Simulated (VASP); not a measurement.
Na, 2 atoms in the cell. The structure is hexagonal, space group P6_3/mmc (No. 194). The conventional cell has a = 3.767 Å, b = 3.767 Å, c = 6.031 Å, α = 90.00°, β = 90.00°, γ = 120.00°. Na (site symmetry -6m2) has 12 Na at 3.72 to 3.77 Å within 4.9 Å. This isn't the form of Na at room conditions, which is bcc. This cell differs from its parent crystal: zz strain of -2 %.

```yaml
Program: VASP 6.6.1
Task: single point
Functional: PBEsol
Potentials_or_basis: VASP PAW PBE potentials, release 64 (Na_pv)
Cutoff: 520 eV
k_mesh: 13 × 13 × 7
Occupations: fermi-dirac, width 0.05 eV
Spin: no spin polarisation
Dipole_correction: no
Further_INCAR_settings: ALGO = Normal; EDIFF = 1e-06; NBANDS = 14
```

Potentials or basis: VASP PAW PBE potentials, release 64 (Na_pv).

Command:

```bash
$ cat potpaw_PBE.64/Na_pv/POTCAR > POTCAR
$ mpirun -np 1 vasp_std > vasp.out
```

Hardware: 1 thread of Intel(R) Xeon(R) 6975P-C (Granite Rapids), with other jobs on the host.

Task: How long does it take, and how much memory?

Result: Run time: 21 s on 1 thread of Intel(R) Xeon(R) 6975P-C (Granite Rapids) (shared host), peak memory 0.21 GiB. Counts: scf iterations 9, k points 84.
